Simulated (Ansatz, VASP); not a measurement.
**Two plane-wave programs on ZrSc3F2**

Contents of INCAR:

```
PREC = Accurate
ENCUT = 520
EDIFF = 1E-6
ISMEAR = 0
SIGMA = 0.1
LREAL = F
LASPH = T
NELM = 60
ALGO = Normal
ISIF = 2
LWAVE = F
LCHARG = F
GGA = PE
NBANDS = 38
```

File KPOINTS:

```
regular mesh
0
Gamma
  4 4 4
```

Contents of POSCAR:

```
ZrSc3F2
1.0
    4.0903586600      0.0000000000      0.0000000000
    0.0000000000      4.3954802000      0.0000000000
    0.0000000000      0.0000000000      5.2669130700
Zr Sc F
1 3 2
Direct
    0.5000000000      0.0000000000      0.0000000000
    0.0000000000      0.0000000000      0.2237959700
    0.0000000000      0.0000000000      0.7762040300
    0.0000000000      0.5000000000      0.0000000000
    0.5000000000      0.8671070800      0.5000000000
    0.5000000000      0.1328929200      0.5000000000
```

Input for Ansatz:

```yaml
crystal:
  lattice:
    - [4.09035866, 0.0, 0.0]
    - [0.0, 4.3954802, 0.0]
    - [0.0, 0.0, 5.26691307]
  atoms:
    - { symbol: Zr, position: [0.5, 0.0, 0.0] }
    - { symbol: Sc, position: [0.0, 0.0, 0.22379597] }
    - { symbol: Sc, position: [0.0, 0.0, 0.77620403] }
    - { symbol: Sc, position: [0.0, 0.5, 0.0] }
    - { symbol: F, position: [0.5, 0.86710708, 0.5] }
    - { symbol: F, position: [0.5, 0.13289292, 0.5] }
basis:
  ecutwfc: 420
kpoints:
  mp_grid: { grid: [4, 4, 4] }
hamiltonian:
  xc: pbe
scf:
  occupations: { method: gaussian, width: 0.1 }
  lower_state_search: "off"
output:
  forces: true
  stress: true
  eigenvalues: true
```

Alike in both runs: task single point; functional PBE; k mesh 4 × 4 × 4; occupations gaussian, width 0.1 eV; no spin polarisation.

|  | VASP | Ansatz |
| --- | --- | --- |
| version | VASP 6.6.1 | Ansatz 0.2.0 |
| potentials or method | VASP PAW PBE potentials, release 64 (Zr_sv, Sc_sv, F), cutoff 520 eV | scalar-relativistic, plane waves, PAW |
| valence electrons in the cell | 59 | 59 |

Ansatz gave:

| Property | Result |
| --- | --- |
| gap on the k mesh at the Fermi level (eV) | none |
| rms of the force components (eV/Å) | 7.900 |

Task: Which values does VASP return?

Result: gap on the k mesh at the Fermi level (eV): none; rms of the force components (eV/Å): 8.893.

Atom by atom the forces differ by 1.002 eV/Å (rms over components). A gap of «none» marks a metal or a gap that the smearing closes.

The k mesh is coarse, so the values compare programs but aren't converged. Noted on VASP's run: the standard files for N, O and F lose accuracy on very short bonds.
